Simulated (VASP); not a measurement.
The system is La2O3.

```
CELL_PARAMETERS angstrom
3.94032 0.00000 0.00000
-1.97016 3.41242 0.00000
0.00000 0.00000 6.18884
ATOMIC_POSITIONS crystal
La 0.33333 0.66667 0.24739
La 0.66667 0.33333 0.75261
O 0.00000 0.00000 0.00000
O 0.33333 0.66667 0.64528
O 0.66667 0.33333 0.35472
```

| Quantity | Value |
| --- | --- |
| Program | VASP 6.6.1 |
| Task | relaxation of cell and atoms |
| Functional | PBEsol |
| Potentials or basis | VASP PAW PBE potentials, release 64 (La, O) |
| Cutoff | 600 eV |
| k mesh | 6 × 6 × 4 |
| Occupations | fermi-dirac, width 0.02 eV |
| Spin | no spin polarisation |

At the start: pressure -5.0 GPa; volume 16.64 Å³/atom.

**Question.** How do energy, volume and symmetry change on relaxing?

**Answer.** Over 15 steps the energy falls by 11.4 meV/atom and the volume is 15.92 Å³/atom (-4.3 %); space group P-3m1 (No. 164, to 0.1 Å) before and after.

The path:
```
step  energy change (eV)  largest force (eV/Å)  pressure (GPa)  volume (Å³)
   1              0.0000                0.1224           -5.04        83.22
   2              0.0076                0.6277            6.05        77.07
   3             -0.0504                0.2214           -0.11        80.16
   4             -0.0549                0.0439           -0.05        79.88
   5             -0.0554                0.0517           -0.02        79.73
   6             -0.0563                0.0479            0.07        79.66
   7             -0.0566                0.0431            0.12        79.59
   8             -0.0567                0.0244           -0.20        79.74
   9             -0.0567                0.0261           -0.17        79.71
  10             -0.0569                0.0041           -0.04        79.64
  11             -0.0569                0.0069           -0.02        79.62
  12             -0.0569                0.0065           -0.02        79.62
  13             -0.0569                0.0068           -0.01        79.61
  14             -0.0569                0.0060            0.01        79.61
  15             -0.0569                0.0014           -0.01        79.62
```

Final structure:
```cif
data_structure
_symmetry_space_group_name_H-M 'P 1'
_symmetry_Int_Tables_number 1
_cell_length_a 3.9040
_cell_length_b 3.9040
_cell_length_c 6.0323
_cell_angle_alpha 90.000
_cell_angle_beta 90.000
_cell_angle_gamma 120.000
_cell_volume 79.62
loop_
_atom_site_label
_atom_site_type_symbol
_atom_site_fract_x
_atom_site_fract_y
_atom_site_fract_z
_atom_site_occupancy
La1 La 0.33333 0.66667 0.24526 1
La2 La 0.66667 0.33333 0.75474 1
O1 O 0.00000 0.00000 0.00000 1
O2 O 0.33333 0.66667 0.64614 1
O3 O 0.66667 0.33333 0.35386 1
```

Caveat: the PAW data sets were made with another functional, which shifts forces and pressure a little.
